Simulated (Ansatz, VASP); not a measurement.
**One calculation of CdSe, two programs**

Contents of INCAR:

```
  PREC = Accurate
  ENCUT = 520
  EDIFF = 1E-6
  ISMEAR = 0
  SIGMA = 0.05
  LREAL = F
  LASPH = T
  NELM = 80
  ALGO = Normal
  ISIF = 2
  LWAVE = F
  LCHARG = T
  GGA = PS
  LELF = T
  LVHAR = T
  NBANDS = 16
```

File KPOINTS:

```
Automatic mesh
0
Gamma
  10 10 10
```

POSCAR

```
CdSe
1.0
    0.0000000000      3.0413096065      3.0413096065
    3.0413096065      0.0000000000      3.0413096065
    3.0413096065      3.0413096065      0.0000000000
Cd Se
1 1
Direct
    0.0000000000      0.0000000000      0.0000000000
    0.7500000000      0.7500000000      0.7500000000
```

Input for Ansatz:

```yaml
crystal:
  lattice:
    - [0.0, 3.0413096065, 3.0413096065]
    - [3.0413096065, 0.0, 3.0413096065]
    - [3.0413096065, 3.0413096065, 0.0]
  atoms:
    - { symbol: Cd, position: [0.0, 0.0, 0.0] }
    - { symbol: Se, position: [0.75, 0.75, 0.75] }
basis:
  ecutwfc: 420
kpoints:
  mp_grid: { grid: [10, 10, 10] }
hamiltonian:
  xc: pbesol
scf:
  occupations: { method: gaussian, width: 0.05 }
output:
  forces: true
  stress: true
  eigenvalues: true
  write_density: true
  write_potential: true
  elf: true
  volumetric_format: npy
```

Alike in both runs: task single point; functional PBEsol; k mesh 10 × 10 × 10; occupations gaussian, width 0.05 eV; no spin polarisation.

|  | VASP | Ansatz |
| --- | --- | --- |
| version | VASP 6.6.1 | Ansatz 0.2.0 |
| potentials or method | VASP PAW PBE potentials, release 64 (Cd, Se), cutoff 520 eV | scalar-relativistic, plane waves, PAW |
| valence electrons in the cell | 18 | 36 |

Ansatz gave:

* gap on the k mesh at the Fermi level (eV): 0.48
* least direct gap on the mesh (eV): 0.48
* pressure (GPa): 0.0

**Question.** Which values does VASP return?

**Answer.** gap on the k mesh at the Fermi level (eV): 0.48; least direct gap on the mesh (eV): 0.48; pressure (GPa): 0.3.

VASP's potentials were made for PBE, not for PBEsol. VASP's potentials hold 18 valence electrons a cell and Ansatz's 36, so a difference there can come from the potentials and not from the codes.
